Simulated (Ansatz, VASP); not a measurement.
Given: the input of a run of VASP 6.6.1 on Sc3Te.

File INCAR:

```
  ALGO = Normal
  EDIFF = 1E-6
  ENCUT = 500
  GGA = PE
  GGA_COMPAT = F
  ISIF = 2
  ISMEAR = -1
  LASPH = T
  LCHARG = T
  LELF = T
  LREAL = F
  LVHAR = T
  LWAVE = F
  NBANDS = 28
  NELM = 120
  PREC = Accurate
  SIGMA = 0.05
```

Contents of KPOINTS:

```
k-points
0
Gamma
  7 7 7
```

The input POSCAR:

```
Sc3Te
1.0
    0.0000000000      3.4966326151      3.4966326151
    3.4966326151      0.0000000000      3.4966326151
    3.4966326151      3.4966326151      0.0000000000
Sc Te
3 1
Direct
    0.2500000000      0.2500000000      0.2500000000
    0.7500000000      0.7500000000      0.7500000000
    0.5000000000      0.5000000000      0.5000000000
    0.0000000000      0.0000000000      0.0000000000
```

Potentials or basis: VASP PAW PBE potentials, release 64 (Sc_sv, Te).

Command:

```sh
$ cat potpaw_PBE.64/Sc_sv/POTCAR potpaw_PBE.64/Te/POTCAR > POTCAR
$ mpirun -np 1 vasp_std > vasp.out
```

**Question.** Set up the same calculation for Ansatz 0.2.0. Potentials there: Ansatz PAW.

**Answer.** As run (the cutoff follows the program's own potentials):

File input.yaml:

```yaml
crystal:
  lattice:
    - [0.0, 3.4966326151, 3.4966326151]
    - [3.4966326151, 0.0, 3.4966326151]
    - [3.4966326151, 3.4966326151, 0.0]
  atoms:
    - { symbol: Sc, position: [0.25, 0.25, 0.25] }
    - { symbol: Sc, position: [0.75, 0.75, 0.75] }
    - { symbol: Sc, position: [0.5, 0.5, 0.5] }
    - { symbol: Te, position: [0.0, 0.0, 0.0] }
hamiltonian:
  xc: pbe
  pseudopotentials: { kind: paw }
kpoints:
  mp_grid: { grid: [7, 7, 7] }
scf:
  occupations: { method: fermi_dirac, width: 0.05 }
output:
  forces: true
  stress: true
  eigenvalues: true
```

Potentials or basis: Ansatz PAW.

The run is started by

```bash
$ ansatz run input.yaml --threads 2 --pin off --max-ram 5120MiB --backend cpu --events-out ev --progress --plain --runs-dir out
```

Both were run:

|  | VASP | Ansatz | Ansatz less VASP |
| --- | --- | --- | --- |
| gap on the k mesh at the Fermi level (eV) | none | none | - |
| pressure (GPa) | 3.7 | 3.6 | -0.08 |

A gap of «none» marks a metal or a gap that the smearing closes. With one functional, cell and mesh, what is left measures potentials, basis and numerics. VASP's potentials hold 39 valence electrons a cell and Ansatz's 49, so a difference there can come from the potentials and not from the codes.

Neither program's run includes spin-orbit coupling.
